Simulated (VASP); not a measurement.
Si3F2, 5 atoms in the cell. It takes space group P-3m1 (No. 164, trigonal). The conventional cell has a = 3.740 Å, b = 3.740 Å, c = 9.896 Å, α = 90.00°, β = 90.00°, γ = 120.00°. Si (site symmetry -3m) has 6 F at 2.30 Å within 3.0 Å. Si (site symmetry 3m) has 3 Si at 2.24 Å within 3.0 Å. Within 3.0 Å of F (site symmetry 3m) lie 3 Si at 2.30 Å and 3 F at 2.67 Å. 

```yaml
Program: VASP 6.6.1
Task: relaxation of cell and atoms
Functional: PBE
Potentials_or_basis: VASP PAW PBE potentials, release 64 (Si, F)
Cutoff: 600 eV
k_mesh: 12 × 12 × 4
Occupations: tetrahedron
Spin: no spin polarisation
Dipole_correction: no
Further_INCAR_settings: ALGO = Normal; EDIFF = 1e-07; IBRION = 2; EDIFFG = -0.01; NSW = 100; ISIF = 3
```

Potentials or basis: VASP PAW PBE potentials, release 64 (Si, F).

Launch:

```sh
$ cat potpaw_PBE.64/Si/POTCAR potpaw_PBE.64/F/POTCAR > POTCAR
$ mpirun -np 1 vasp_std > vasp.out
```

Hardware: 1 thread of Intel Xeon 8259CL (shared host).

Question: Estimate the wall time of this run.

Answer: Run time: 42 min on 1 thread of Intel Xeon 8259CL (shared host), peak memory 0.36 GiB. Counts: scf iterations 158, k points 69, ion steps 18.
